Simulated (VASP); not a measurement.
Set up this calculation in VASP 6.6.1, as the native input.

```
Task                   : single point
Functional             : LDA
Potentials or basis    : VASP PAW LDA potentials, release 64 (Be, Te)
Cutoff                 : 520 eV
k mesh                 : 8 × 8 × 8
Occupations            : gaussian, width 0.05 eV
Spin                   : no spin polarisation
Dipole correction      : no
Further INCAR settings : ALGO = Normal; EDIFF = 1e-06; NBANDS = 11
```

The structure of BeTe lies in POSCAR:

```
BeTe
1.0
    0.0000000000      2.5484000000      2.6592000000
    2.5484000000      0.0000000000      2.6592000000
    2.5484000000      2.5484000000      0.0000000000
Be Te
1 1
Direct
    0.0000000000      0.0000000000      0.0000000000
    0.7500000000      0.7500000000      0.7500000000
```

This cell differs from its parent crystal: strain -0.080 along x and y, -0.040 along z.

The input as run:

INCAR

```
PREC     = Accurate       # precision mode
ENCUT    = 520            # plane-wave cutoff, eV
EDIFF    = 1E-6           # SCF threshold, eV
ISMEAR   = 0              # smearing method
SIGMA    = 0.05           # smearing width, eV
LREAL    = False          # projectors in reciprocal space
LASPH    = True           # aspherical terms in the spheres
NELM     = 100            # most SCF steps
ALGO     = Normal         # electronic algorithm
ISIF     = 2              # what is computed and relaxed
LWAVE    = False          # write WAVECAR
LCHARG   = False          # write CHGCAR
NBANDS   = 11             # bands
```

KPOINTS

```
Automatic mesh
0
Gamma
  8 8 8
```

Potentials or basis: VASP PAW LDA potentials, release 64 (Be, Te).

Launch:

```bash
$ cat potpaw_LDA.64/Be/POTCAR potpaw_LDA.64/Te/POTCAR > POTCAR
$ mpirun -np 1 vasp_std > vasp.out
```

It gave:

- Pressure: 21.6 GPa
- Band gap on the k mesh: 0.91 eV, indirect (least direct gap 3.15 eV)

Caveat: the cell differs from its parent crystal (strain -0.080 along x and y, -0.040 along z); spin-orbit coupling is left out, which moves the levels of the heavy elements.

Run time: 17 s on 1 thread of Intel(R) Xeon(R) Platinum 8488C (Sapphire Rapids) (shared host), peak memory 0.15 GiB.
